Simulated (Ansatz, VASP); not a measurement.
# Cu: VASP beside Ansatz

The input INCAR:

```
ALGO = Fast ; EDIFF = 1E-6
EDIFFG = -0.04 ; ENCUT = 600
GGA = PE ; IBRION = 2
ISIF = 3 ; ISMEAR = 0
LASPH = True ; LCHARG = False
LREAL = False ; LWAVE = False
NELM = 60 ; NSW = 90
PREC = Accurate ; SIGMA = 0.1
```

The input KPOINTS:

```
k-points
0
Gamma
  6 6 6
```

The input POSCAR:

```
Cu
1.0
    2.5253148000      0.0000000000      0.0000000000
    0.0000000000      2.6569424500      0.0000000000
   -0.3127232200      0.0000000000      3.5092790200
Cu
2
Direct
    0.8437147900      0.7500000000      0.7779575000
    0.1562852100      0.2500000000      0.2220425000
```

Input for Ansatz:

```yaml
crystal:
  lattice:
    - [2.5253148, 0.0, 0.0]
    - [0.0, 2.65694245, 0.0]
    - [-0.31272322, 0.0, 3.50927902]
  atoms:
    - { symbol: Cu, position: [0.84371479, 0.75, 0.7779575] }
    - { symbol: Cu, position: [0.15628521, 0.25, 0.2220425] }
basis:
  ecutwfc: 420
kpoints:
  mp_grid: { grid: [6, 6, 6] }
hamiltonian:
  xc: pbe
scf:
  occupations: { method: gaussian, width: 0.1 }
  lower_state_search: "off"
output:
  forces: true
  stress: true
  eigenvalues: true
relax:
  adjacent_minimum: "off"
  f_tol: 0.04
  max_steps: 70
  cell: { stress_tol: 0.4 }
```

Alike in both runs: task relaxation of cell and atoms; functional PBE; k mesh 6 × 6 × 6; occupations gaussian, width 0.1 eV; no spin polarisation.

|  | VASP | Ansatz |
| --- | --- | --- |
| version | VASP 6.6.1 | Ansatz 0.2.0 |
| potentials or method | VASP PAW PBE potentials, release 64 (Cu), cutoff 600 eV | scalar-relativistic, plane waves, PAW |
| valence electrons in the cell | 22 | 38 |

|  | VASP | Ansatz | Ansatz less VASP |
| --- | --- | --- | --- |
| gap on the k mesh at the Fermi level, each at its own relaxed structure (eV) | none | none | - |
| relaxed volume (Å³/atom) | 12.04 | 11.98 | -0.053 |
| relaxed cell length with the largest relative difference (Å) | 3.732 | 3.718 | -0.0143 |

A gap of «none» marks a metal or a gap that the smearing closes. VASP's potentials hold 22 valence electrons a cell and Ansatz's 38, so a difference there can come from the potentials and not from the codes.

The k mesh is coarse, so the values compare programs but aren't converged.
